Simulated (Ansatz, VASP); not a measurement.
SiO2: VASP beside Ansatz

Contents of INCAR:

```
ALGO = Normal
EDIFF = 1E-6
ENCUT = 520
GGA = CA
ISIF = 2
ISMEAR = 0
LASPH = True
LCHARG = False
LREAL = False
LWAVE = False
NBANDS = 25
NELM = 100
PREC = Accurate
SIGMA = 0.05
```

Contents of KPOINTS:

```
k-points
0
Gamma
  6 6 10
```

Contents of POSCAR:

```
SiO2
1.0
    3.8740751891      0.0000000000      0.0000000000
    0.0000000000      3.8740751891      0.0000000000
    0.0000000000      0.0000000000      2.7676393151
Si O
2 4
Direct
    0.5000000000      0.5000000000      0.5000000000
    0.0000000000      0.0000000000      0.0000000000
    0.6944252994      0.6944252994      0.0000000000
    0.1944252994      0.8055747006      0.5000000000
    0.3055747006      0.3055747006      0.0000000000
    0.8055747006      0.1944252994      0.5000000000
```

Input for Ansatz:

```yaml
crystal:
  lattice:
    - [3.8740751891, 0.0, 0.0]
    - [0.0, 3.8740751891, 0.0]
    - [0.0, 0.0, 2.7676393151]
  atoms:
    - { symbol: Si, position: [0.5, 0.5, 0.5] }
    - { symbol: Si, position: [0.0, 0.0, 0.0] }
    - { symbol: O, position: [0.6944252994, 0.6944252994, 0.0] }
    - { symbol: O, position: [0.1944252994, 0.8055747006, 0.5] }
    - { symbol: O, position: [0.3055747006, 0.3055747006, 0.0] }
    - { symbol: O, position: [0.8055747006, 0.1944252994, 0.5] }
basis:
  ecutwfc: 520.0
kpoints:
  mp_grid: { grid: [6, 6, 10] }
hamiltonian:
  xc: lda
  pseudopotentials: { kind: paw, azcp: { folder: soft_1 } }
scf:
  occupations: { method: gaussian, width: 0.05 }
output:
  forces: true
  stress: true
  eigenvalues: true
  write_density: true
  write_potential: true
  elf: true
  volumetric_format: npy
```

Alike in both runs: task single point; functional LDA; k mesh 6 × 6 × 10; occupations gaussian, width 0.05 eV; no spin polarisation.

```csv
,VASP,Ansatz
version,VASP 6.6.1,Ansatz 0.2.0
potentials or method,"VASP PAW LDA potentials, release 64 (Si, O), cutoff 520 eV","scalar-relativistic, plane waves, PAW"
valence electrons in the cell,32,32
```

|  | VASP | Ansatz | Ansatz less VASP |
| --- | --- | --- | --- |
| gap on the k mesh at the Fermi level (eV) | 5.37 | 5.42 | +0.054 |
| least direct gap on the mesh (eV) | 5.37 | 5.42 | +0.054 |
| rms of the force components (eV/Å) | 0.337 | 0.344 | +0.0069 |

Ansatz warns that its potentials were made for another functional, while VASP's fit it. LDA's correlation is that of Perdew and Zunger in VASP and of Perdew and Wang (1992) in Ansatz. Atom by atom the forces differ by 0.007 eV/Å (rms over components).
